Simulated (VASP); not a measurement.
Wanted: the native input for a VASP 6.6.1 run.

- Task: single point
- Functional: PBE
- Potentials or basis: VASP PAW PBE potentials, release 64 (W_sv)
- Cutoff: 520 eV
- k mesh: 11 × 11 × 1
- Occupations: fermi-dirac, width 0.05 eV
- Spin: no spin polarisation
- Dipole correction: no
- Further INCAR settings: ALGO = Normal; EDIFF = 1e-06; NBANDS = 43

The structure of W lies in POSCAR:

```
W
1.0
    2.8708535316      0.0000000000      0.0000000000
   -1.4354267658      2.4862320889      0.0000000000
    0.0000000000      0.0000000000     24.3761683716
W
5
Direct
    0.6666666667      0.3333333333      0.3076775597
    0.3333333333      0.6666666667      0.4038387799
    0.0000000000      0.0000000000      0.5000000000
    0.6666666667      0.3333333333      0.5961612201
    0.3333333333      0.6666666667      0.6923224403
```

One way to write it, as run:

INCAR

```
  PREC = Accurate
  ENCUT = 520
  EDIFF = 1E-6
  ISMEAR = -1
  SIGMA = 0.05
  LREAL = F
  LASPH = T
  NELM = 60
  ALGO = Normal
  ISIF = 2
  LWAVE = F
  LCHARG = T
  GGA = PE
  LELF = T
  LVHAR = T
  NBANDS = 43
```

KPOINTS

```
regular mesh
0
Gamma
  11 11 1
```

Potentials or basis: VASP PAW PBE potentials, release 64 (W_sv).

Launch:

```bash
$ cat potpaw_PBE.64/W_sv/POTCAR > POTCAR
$ mpirun -np 1 vasp_std > vasp.out
```

Results of the run:

| Property | Result |
| --- | --- |
| Largest force | 0.191 eV/Å |
| Band gap on the k mesh | zero (band 35 reaches 2.92 eV, above the bottom of band 36 at 1.92 eV) |

Caveat: spin-orbit coupling is left out, which moves the levels of the heavy elements.

Wall time 5.6 min on 1 thread of Intel(R) Xeon(R) Platinum 8375C CPU @ 2.90GHz (Ice Lake) (shared host), peak memory 0.34 GiB.
